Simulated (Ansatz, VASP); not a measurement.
## ScGa3 in VASP and in Ansatz

```
CELL_PARAMETERS angstrom
4.09500 0.02048 0.02048
0.02048 4.09500 0.02048
0.02048 0.02048 4.09500
ATOMIC_POSITIONS crystal
Sc 0.00000 0.00000 0.00000
Ga 0.00000 0.50000 0.50000
Ga 0.50000 0.00000 0.50000
Ga 0.50000 0.50000 0.00000
```

Change from the starting cell: equal xy, yz and zx shear strains of +1 %.

Alike in both runs: task single point; functional LDA; k mesh 9 × 9 × 9; occupations fermi-dirac, width 0.05 eV; no spin polarisation.

|  | VASP | Ansatz |
| --- | --- | --- |
| version | VASP 6.6.1 | Ansatz 0.2.0 |
| potentials or method | VASP PAW LDA potentials, release 64 (Sc_sv, Ga_d), cutoff 520 eV | all-electron LAPW, scalar-relativistic |

|  | VASP | Ansatz | Ansatz less VASP |
| --- | --- | --- | --- |
| pressure (GPa) | -5.2 | -5.4 | -0.23 |
| traceless stress, the component that is largest in VASP (GPa) | -0.36 | -0.36 | 0.000 |

LDA's correlation is that of Perdew and Zunger in VASP and of Perdew and Wang (1992) in Ansatz. Ansatz ran all-electron here, and VASP with PAW potentials.
